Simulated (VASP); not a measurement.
The system is MgS.

```xyz
8
Lattice="3.8305 0.0000 0.0000 -1.9153 3.3173 0.0000 0.0000 0.0000 12.5105" Properties=species:S:1:pos:R:3 pbc="T T T"
Mg    0.0000    0.0000    0.0000
Mg    0.0000    2.2115    3.1276
Mg    0.0000    0.0000    6.2552
Mg    1.9153    1.1058    9.3828
S     0.0000    0.0000    2.3457
S     0.0000    2.2115    5.4733
S     0.0000    0.0000    8.6009
S     1.9153    1.1058   11.7285
```

* Program: VASP 6.6.1
* Task: relaxation of cell and atoms
* Functional: PBE
* Potentials or basis: VASP PAW PBE potentials, release 64 (Mg, S)
* Cutoff: 600 eV
* k mesh: 12 × 12 × 2
* Occupations: fermi-dirac, width 0.02 eV
* Spin: no spin polarisation

At the start: pressure 11.2 GPa; volume 19.87 Å³/atom.

Task: Where does the relaxation end?

Result: Over 16 steps the energy falls by 98.8 meV/atom and the volume is 23.05 Å³/atom (+16.0 %); space group P6_3mc (No. 186, to 0.05 Å).

The path:
```
step  energy change (eV)  largest force (eV/Å)  pressure (GPa)  volume (Å³)
   1              0.0000                0.0859           11.25       158.97
   2             -0.7209                0.0434           -2.38       193.28
   3             -0.7890                0.0518            0.06       184.25
   4             -0.7889                0.0513           -0.10       184.78
   5             -0.7896                0.0397            0.01       184.40
   6             -0.7898                0.0290            0.12       184.05
   7             -0.7903                0.0163            0.05       184.28
   8             -0.7905                0.0164           -0.05       184.59
   9             -0.7905                0.0162           -0.03       184.54
  10             -0.7905                0.0081            0.00       184.44
  11             -0.7905                0.0062            0.01       184.40
  12             -0.7905                0.0067            0.03       184.32
  13             -0.7905                0.0063            0.01       184.38
  14             -0.7905                0.0062            0.01       184.39
  15             -0.7905                0.0062            0.01       184.39
  16             -0.7905                0.0021            0.00       184.44
```

Final structure:
```xyz
8
Lattice="4.0366 0.0000 0.0000 -2.0183 3.4958 0.0000 0.0000 0.0000 13.0702" Properties=species:S:1:pos:R:3 pbc="T T T"
Mg    4.0366    0.0000   13.0556
Mg    0.0000    2.3305    3.2652
Mg   -2.0183    3.4958    6.5205
Mg    2.0183    1.1653    9.8003
S     0.0000    0.0000    2.4571
S     0.0000    2.3305    5.7286
S     0.0000    0.0000    8.9922
S     2.0183    1.1653   12.2637
```

Caveat: the volume moved by over 15 % at a fixed basis, so the end points are rough.
